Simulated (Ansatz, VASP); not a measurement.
# Two plane-wave programs on Ti3C2

```
Ti C
1.0
     3.04209    0.00000    0.00000
    -1.52104    2.63453    0.00000
     0.00000    0.00000   14.98465
Ti C
6 4
Direct
  0.33333 0.66667 0.84379
  0.66667 0.33333 0.34379
  0.66667 0.33333 0.15621
  0.33333 0.66667 0.65621
  0.00000 0.00000 0.00000
  0.00000 0.00000 0.50000
  0.66667 0.33333 0.91438
  0.33333 0.66667 0.41438
  0.66667 0.33333 0.58562
  0.33333 0.66667 0.08562
```

Alike in both runs: functional PBEsol; k mesh 12 × 12 × 4; occupations gaussian, width 0.1 eV; no spin polarisation.

Ansatz relaxed the structure, and its values are those at the end. VASP's run is a single point on that final structure, the one shown.

|  | VASP | Ansatz |
| --- | --- | --- |
| version | VASP 6.6.1 | Ansatz 0.2.0 |
| potentials or method | VASP PAW PBE potentials, release 64 (Ti_sv, C), cutoff 520 eV | scalar-relativistic, plane waves, PAW |
| valence electrons in the cell | 88 | 88 |

|  | VASP | Ansatz | Ansatz less VASP |
| --- | --- | --- | --- |
| gap on the k mesh at the Fermi level (eV) | none | none | - |
| pressure (GPa) | 0.2 | 0.0 | -0.20 |
| rms of the force components (eV/Å) | 0.010 | 0.002 | -0.0080 |

VASP's potentials were made for PBE, not for PBEsol. A gap of «none» marks a metal or a gap that the smearing closes.
